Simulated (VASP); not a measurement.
# Hf4Br (Pm-3m) in VASP: further runs

The runs below take Hf4Br through single point, relaxation of cell and atoms, with PBE.

Program: VASP 6.6.1. These are calculated values, not measurements. Logs are shortened: lines on timing, memory, paths and dates and some standing lists are left out, and cuts for length are marked.

### 1 The cell of the first run

Symmetry: Pm-3m, No. 221, cubic system. The conventional cell has a = 4.723 Å, b = 4.723 Å, c = 4.723 Å, α = 90.00°, β = 90.00°, γ = 90.00°. Within 3.1 Å of Hf (site symmetry m-3m) lie 6 Hf at 2.36 Å. Hf (site symmetry 4/mmm) has 2 Hf at 2.36 Å within 3.1 Å. Within 4.4 Å of Br (site symmetry m-3m) lie 20 Hf at 3.34 to 4.09 Å.

### 2 Single point, PBE

The input, INCAR:

```
SYSTEM = Hf4Br
PREC     = Accurate       ! precision mode
ENCUT    = 520            ! plane-wave cutoff, eV
EDIFF    = 1E-6           ! SCF threshold, eV
ISMEAR   = 0              ! smearing method
SIGMA    = 0.1            ! smearing width, eV
LREAL    = .FALSE.        ! projectors in reciprocal space
LASPH    = .TRUE.         ! aspherical terms in the spheres
NELM     = 80             ! most SCF steps
ALGO     = Normal         ! electronic algorithm
ISIF     = 2              ! what is computed and relaxed
LWAVE    = .FALSE.        ! write WAVECAR
LCHARG   = .TRUE.         ! write CHGCAR
GGA      = PE             ! functional
LELF     = .TRUE.         ! ELF
LVHAR    = .TRUE.       
NBANDS   = 32             ! bands
```

The input, KPOINTS:

```
Automatic mesh
0
G
  4 4 4
  0 0 0
```

The input, POSCAR:

```
Hf4Br
1.0
    4.7231042800      0.0000000000      0.0000000000
    0.0000000000      4.7231042800      0.0000000000
    0.0000000000      0.0000000000      4.7231042800
Hf Br
4 1
Direct
    0.5000000000      0.5000000000      0.5000000000
    0.0000000000      0.5000000000      0.5000000000
    0.5000000000      0.0000000000      0.5000000000
    0.5000000000      0.5000000000      0.0000000000
    0.0000000000      0.0000000000      0.0000000000
```

Potentials or basis: VASP PAW PBE potentials, release 64 (Hf_pv, Br).

On the command line:

```sh
$ cat potpaw_PBE.64/Hf_pv/POTCAR potpaw_PBE.64/Br/POTCAR > POTCAR
$ mpirun -np 1 vasp_std > vasp.out
```

OUTCAR:

```text
SYSTEM = Hf4Br
   PREC = Accurate
   ENCUT = 520
   EDIFF = 1E-6
   ISMEAR = 0
   LREAL = .FALSE.
   LASPH = .TRUE.
   NELM = 80
   ISIF = 2
   GGA = PE

 ion  position               nearest neighbor table
   1  0.500  0.500  0.500-   2 2.36   3 2.36   4 2.36   4 2.36   3 2.36   2 2.36
   2  0.000  0.500  0.500-   1 2.36   1 2.36   4 3.34   4 3.34   3 3.34   3 3.34   3 3.34   4 3.34
                             4 3.34   3 3.34
   3  0.500  0.000  0.500-   1 2.36   1 2.36   4 3.34   4 3.34   2 3.34   2 3.34   4 3.34   4 3.34
                             2 3.34   2 3.34
   4  0.500  0.500  0.000-   1 2.36   1 2.36   3 3.34   2 3.34   2 3.34   3 3.34   3 3.34   3 3.34
                             2 3.34   2 3.34
   5  0.000  0.000  0.000-

  LATTYP: Found a simple cubic cell.
 ALAT       =     4.7231042800

  Lattice vectors:

 A1 = (   4.7231042800,   0.0000000000,   0.0000000000)
 A2 = (   0.0000000000,   4.7231042800,   0.0000000000)
 A3 = (   0.0000000000,   0.0000000000,   4.7231042800)

Analysis of symmetry for initial positions (statically):
=====================================================================
 Subroutine PRICEL returns:
 Original cell was already a primitive cell.

 Routine SETGRP: Setting up the symmetry group for a
 simple cubic supercell.

 Subroutine GETGRP returns: Found 48 space group operations
 (whereof 48 operations were pure point group operations)
 out of a pool of 48 trial point group operations.

The static configuration has the point symmetry O_h .

Analysis of symmetry for dynamics (positions and initial velocities):
=====================================================================
 Subroutine PRICEL returns:
 Original cell was already a primitive cell.

 Routine SETGRP: Setting up the symmetry group for a
 simple cubic supercell.

 Subroutine GETGRP returns: Found 48 space group operations
 (whereof 48 operations were pure point group operations)
 out of a pool of 48 trial point group operations.

The dynamic configuration has the point symmetry O_h .

 Subroutine INISYM returns: Found 48 space group operations
 (whereof 48 operations are pure point group operations),
 and found     1 'primitive' translations

----------------------------------------------------------------------------------------

                                     Primitive cell

  volume of cell :     105.3617

  direct lattice vectors                    reciprocal lattice vectors
     4.723104280  0.000000000  0.000000000     0.211725158  0.000000000  0.000000000
     0.000000000  4.723104280  0.000000000     0.000000000  0.211725158  0.000000000
     0.000000000  0.000000000  4.723104280     0.000000000  0.000000000  0.211725158

  length of vectors
     4.723104280  4.723104280  4.723104280     0.211725158  0.211725158  0.211725158

  position of ions in fractional coordinates (direct lattice)
     0.500000000  0.500000000  0.500000000
     0.000000000  0.500000000  0.500000000
     0.500000000  0.000000000  0.500000000
     0.500000000  0.500000000  0.000000000
     0.000000000  0.000000000  0.000000000

  ion indices of the primitive-cell ions
   primitive index   ion index
                 1           1
                 2           2
                 3           3
                 4           4
                 5           5

----------------------------------------------------------------------------------------

 KPOINTS: Automatic mesh

Automatic generation of k-mesh.
 Grid dimensions read from file:
 generate k-points for:    4    4    4

 Generating k-lattice:

  Cartesian coordinates                     Fractional coordinates (reciprocal lattice)
     0.052931290  0.000000000  0.000000000     0.250000000  0.000000000  0.000000000
     0.000000000  0.052931290  0.000000000     0.000000000  0.250000000  0.000000000
     0.000000000  0.000000000  0.052931290     0.000000000  0.000000000  0.250000000

  Length of vectors
     0.052931290  0.052931290  0.052931290

  Shift w.r.t. Gamma in fractional coordinates (k-lattice)
     0.000000000  0.000000000  0.000000000

 Subroutine IBZKPT returns following result:
 ===========================================

 Found     10 irreducible k-points:

 Following reciprocal coordinates:
            Coordinates               Weight
  0.000000  0.000000  0.000000      1.000000
  0.250000  0.000000  0.000000      6.000000
  0.500000  0.000000  0.000000      3.000000
  0.250000  0.250000  0.000000     12.000000
  0.500000  0.250000  0.000000     12.000000
  0.500000  0.500000  0.000000      3.000000
  0.250000  0.250000  0.250000      8.000000
  0.500000  0.250000  0.250000     12.000000
  0.500000  0.500000  0.250000      6.000000
  0.500000  0.500000  0.500000      1.000000
   k-points           NKPTS =     10   k-points in BZ     NKDIM =     10   number of bands    NBANDS=     32
   number of dos      NEDOS =    301   number of ions     NIONS =      5
   total plane-waves  NPLWV =  46656
   dimension x,y,z NGX =    36 NGY =   36 NGZ =   36
   dimension x,y,z NGXF=    72 NGYF=   72 NGZF=   72
   ions per type =               4   1
   NGX,Y,Z   is equivalent  to a cutoff of  12.67, 12.67, 12.67 a.u.
   NGXF,Y,Z  is equivalent  to a cutoff of  25.34, 25.34, 25.34 a.u.
 SYSTEM =  Hf4Br
   PREC   = accura    normal or accurate (medium, high low for compatibility)
   ISTART =      0    job   : 0-new  1-cont  2-samecut
   ICHARG =      2    charge: 1-file 2-atom 10-const
   ISPIN  =      1    spin polarized calculation?
   LNONCOLLINEAR =      F non collinear calculations
   LSORBIT =      F    spin-orbit coupling
   LASPH  =      T    aspherical Exc in radial PAW
   ENCUT  =  520.0 eV  38.22 Ry    6.18 a.u.   8.78  8.78  8.78*2*pi/ulx,y,z
   NELM   =     80;   NELMIN=  2; NELMDL= -5     # of ELM steps
   EDIFF  = 0.1E-05   stopping-criterion for ELM
   LREAL  =      F    real-space projection
   EDIFFG = 0.1E-04   stopping-criterion for IOM
   NSW    =      0    number of steps for IOM
   IBRION =     -1    ionic relax: 0-MD 1-quasi-New 2-CG
   NFREE  =      0    steps in history (QN), initial steepest desc. (CG)
   ISIF   =      2    stress and relaxation
   ISYM   =      2    0-nonsym 1-usesym 2-fastsym
   POTIM  = 0.5000    time-step for ionic-motion
   TEBEG  =    0.0;   TEEND  =   0.0 temperature during run
   PSTRESS=    0.0 pullay stress
   NELECT =      47.0000    total number of electrons
   NUPDOWN=      -1.0000    fix difference up-down
   EMIN   =  10.00;   EMAX   =-10.00  energy-range for DOS
   EFERMI =   0.00;   METHOD = LEGACY
   ISMEAR =     0;   SIGMA  =   0.10  broadening in eV -4-tet -1-fermi 0-gaus
   EFERMI_NEDOS =   21; number of points for ismear=-14 and -15
   IALGO  =     38    algorithm
   IMIX   =      4    mixing-type and parameters
     AMIX     =   0.40;   BMIX     =  1.00
     AMIX_MAG =   1.60;   BMIX_MAG =  1.00
  volume/ion in A,a.u.               =      21.07       142.20
  Fermi-wavevector in a.u.,A,eV,Ry     =   1.250873  2.363807 21.288811  1.564683
  Thomas-Fermi vector in A             =   2.384847
   LORBIT       =      0    0 simple, 1 ext, 2 COOP (PROOUT), +10 PAW based schemes
   GGA     = PE    functional components
   LHFCALC =     F    Hartree Fock is set to
   AEXX    =    0.0000 exact exchange contribution
   IVDW    =     0    specifies the selected vdW correction
   LEPSILON=     F    determine dielectric tensor
   LRPA    =     F    only Hartree local field effects (RPA)
 non-spin polarized calculation
 Gauss-broadening in eV      SIGMA  =   0.10
  energy-cutoff  :      520.00
  volume of cell :      105.36
 maximum number of plane-waves:      2897
 NGX is ok and might be reduce to    36
   NGX = 17   NGY = 17   NGZ = 17

 number of electron      46.9999992 magnetization

 Free energy of the ion-electron system (eV)
  ---------------------------------------------------
  ext. energy  EPLUGINS =         0.00000000
  ---------------------------------------------------
  free energy    TOTEN  =       -32.01898878 eV

  energy without entropy =      -31.97067014  energy(sigma->0) =      -31.99482946

 E-fermi :   5.4132     XC(G=0): -11.0915

 val. band max:        5.4093838069   @ k =   0.2500   0.2500   0.0000
 cond. band min:       5.4644861729   @ k =   0.5000   0.0000   0.0000
 fundamental gap:      0.0551023660
 Fermi energy:         5.4131884628

 k-point     1 :       0.0000    0.0000    0.0000
  band No.  band energies     occupation
      1     -26.9697      2.00000
      2     -26.9697      2.00000
      3     -26.9697      2.00000
      4     -25.3149      2.00000
      5     -25.3149      2.00000
      6     -25.3149      2.00000
[... 24 lines left out ...]
     31       9.7238      0.00000
     32      10.5203      0.00000

 k-point     2 :       0.2500    0.0000    0.0000
  band No.  band energies     occupation
      1     -26.9516      2.00000
      2     -26.9516      2.00000
      3     -26.4815      2.00000
      4     -25.3294      2.00000
      5     -25.3294      2.00000
      6     -25.3192      2.00000
[... 24 lines left out ...]
     31       8.2031      0.00000
     32       8.9502      0.00000

 k-point     3 :       0.5000    0.0000    0.0000
  band No.  band energies     occupation
      1     -26.9331      2.00000
      2     -26.9331      2.00000
      3     -25.5581      2.00000
      4     -25.5068      2.00000
      5     -25.3486      2.00000
      6     -25.3486      2.00000
[... 24 lines left out ...]
     31       8.5162      0.00000
     32       8.7034      0.00000

 k-point     4 :       0.2500    0.2500    0.0000
  band No.  band energies     occupation
      1     -26.9334      2.00000
      2     -26.4829      2.00000
      3     -26.4389      2.00000
      4     -25.4092      2.00000
      5     -25.3315      2.00000
      6     -25.3247      2.00000
[... 164 lines left out ...]
     31       8.2442      0.00000
     32       8.7959      0.00000

 k-point     9 :       0.5000    0.5000    0.2500
  band No.  band energies     occupation
      1     -26.4003      2.00000
      2     -25.6217      2.00000
      3     -25.5033      2.00000
      4     -25.4886      2.00000
      5     -25.4743      2.00000
      6     -25.4743      2.00000
[... 24 lines left out ...]
     31       8.5021      0.00000
     32       8.7270      0.00000

 k-point    10 :       0.5000    0.5000    0.5000
  band No.  band energies     occupation
      1     -25.6924      2.00000
      2     -25.5024      2.00000
      3     -25.5024      2.00000
      4     -25.5024      2.00000
      5     -25.4884      2.00000
      6     -25.4884      2.00000
[... 24 lines left out ...]
     31       8.2605      0.00000
     32       8.2605      0.00000

------------------------ aborting loop because EDIFF is reached ----------------------------------------

  FORCE on cell =-STRESS in cart. coord.  units (eV):
  Direction    XX          YY          ZZ          XY          YZ          ZX
  --------------------------------------------------------------------------------------
  -------------------------------------------------------------------------------------
  Total       20.9217377     20.9217377     20.9217377      0.0000000      0.0000000      0.0000000
  in kB      318.1454622    318.1454622    318.1454622      0.0000000      0.0000000      0.0000000
  external PRESSURE =     318.1454622 kB  Pullay stress =       0.0000000 kB

 VOLUME and BASIS-vectors are now :
 -----------------------------------------------------------------------------
  energy-cutoff  :      520.00
  volume of cell :      105.36
      direct lattice vectors                 reciprocal lattice vectors
     4.723104280  0.000000000  0.000000000     0.211725158  0.000000000  0.000000000
     0.000000000  4.723104280  0.000000000     0.000000000  0.211725158  0.000000000
     0.000000000  0.000000000  4.723104280     0.000000000  0.000000000  0.211725158

 POSITION                                       TOTAL-FORCE (eV/Angst)
 -----------------------------------------------------------------------------------
      2.36155      2.36155      2.36155         0.000000      0.000000      0.000000
      0.00000      2.36155      2.36155         0.000000      0.000000      0.000000
      2.36155      0.00000      2.36155         0.000000      0.000000      0.000000
      2.36155      2.36155      0.00000         0.000000      0.000000      0.000000
      0.00000      0.00000      0.00000         0.000000      0.000000      0.000000
 -----------------------------------------------------------------------------------
    total drift:                                0.000000      0.000000      0.000000

  FREE ENERGIE OF THE ION-ELECTRON SYSTEM (eV)
  ---------------------------------------------------
  free  energy   TOTEN  =       -32.0189887815 eV

  energy  without entropy=      -31.9706701403  energy(sigma->0) =      -31.99482946
```

Run time: 14 s. Hardware: 1 thread of Intel Xeon 6975P-C (Granite Rapids), shared host; peak memory 0.21 GiB.

What came out:

```
Free energy : -32.0190 eV
Pressure    : 31.8 GPa
```

Levels at points of the mesh, in eV from the Fermi level:
```csv
k point,band 20,band 21,band 22,band 23,band 24,band 25,band 26,band 27
"(0.00, 0.00, 0.00)",-3.99,-2.74,-2.74,-1.45,-1.45,-0.89,1.78,1.78
"(0.50, 0.00, 0.00)",-1.99,-1.89,-1.89,-0.57,0.05,0.21,0.21,0.95
"(0.50, 0.50, 0.00)",-0.85,-0.61,-0.61,-0.39,-0.37,1.15,1.15,1.56
"(0.50, 0.50, 0.50)",-0.36,0.40,0.40,0.40,0.87,0.87,0.87,1.06
```

Caveat: spin-orbit coupling is left out, which moves the levels of the heavy elements; an odd number of electrons without spin polarisation forces a metal; a magnetic or distorted state may lie lower.

### 3 Single point, PBE

This run uses another cell than the first one, of 29.00 Å³/atom, 1.376 times its volume.

The input, INCAR:

```
SYSTEM = Hf4Br
  ALGO = Normal
  EDIFF = 1E-6
  ENCUT = 520
  GGA = PE
  ISIF = 2
  ISMEAR = 0
  LASPH = .TRUE.
  LCHARG = .FALSE.
  LREAL = .FALSE.
  LWAVE = .FALSE.
  NBANDS = 32
  NELM = 60
  PREC = Accurate
  SIGMA = 0.1
```

The input, KPOINTS:

```
k-points
0
G
  4 4 4
  0 0 0
```

POSCAR: that of step 2 with these lines changed.

```diff
@@ -2,5 +2,5 @@
 1.0
-    4.7231042800      0.0000000000      0.0000000000
-    0.0000000000      4.7231042800      0.0000000000
-    0.0000000000      0.0000000000      4.7231042800
+    5.2538255893      0.0000000000      0.0000000000
+    0.0000000000      5.2538255893      0.0000000000
+    0.0000000000      0.0000000000      5.2538255893
 Hf Br
```

Potentials or basis: VASP PAW PBE potentials, release 64 (Hf_pv, Br).

On the command line:

```sh
$ cat potpaw_PBE.64/Hf_pv/POTCAR potpaw_PBE.64/Br/POTCAR > POTCAR
$ mpirun -np 1 vasp_std > vasp.out
```

Wall time 19 s (1 thread of Intel Xeon 6975P-C (Granite Rapids), shared host); peak memory 0.25 GiB.

The run converged. Its results:

- Free energy: -35.0225 eV
- Pressure: -0.2 GPa

Levels at points of the mesh, in eV from the Fermi level:
| k point | band 21 | band 22 | band 23 | band 24 | band 25 | band 26 |
| --- | --- | --- | --- | --- | --- | --- |
| (0.00, 0.00, 0.00) | -2.13 | -2.13 | -0.98 | -0.67 | -0.67 | 1.58 |
| (0.50, 0.00, 0.00) | -1.16 | -1.16 | -0.04 | 0.08 | 0.13 | 0.13 |
| (0.50, 0.50, 0.00) | -0.92 | -0.72 | -0.36 | -0.15 | 0.70 | 0.70 |
| (0.50, 0.50, 0.50) | -0.15 | 0.53 | 0.53 | 0.53 | 0.70 | 0.70 |

Caveat: spin-orbit coupling is left out, which moves the levels of the heavy elements; an odd number of electrons without spin polarisation forces a metal; a magnetic or distorted state may lie lower.

[end of part 1 of 3]
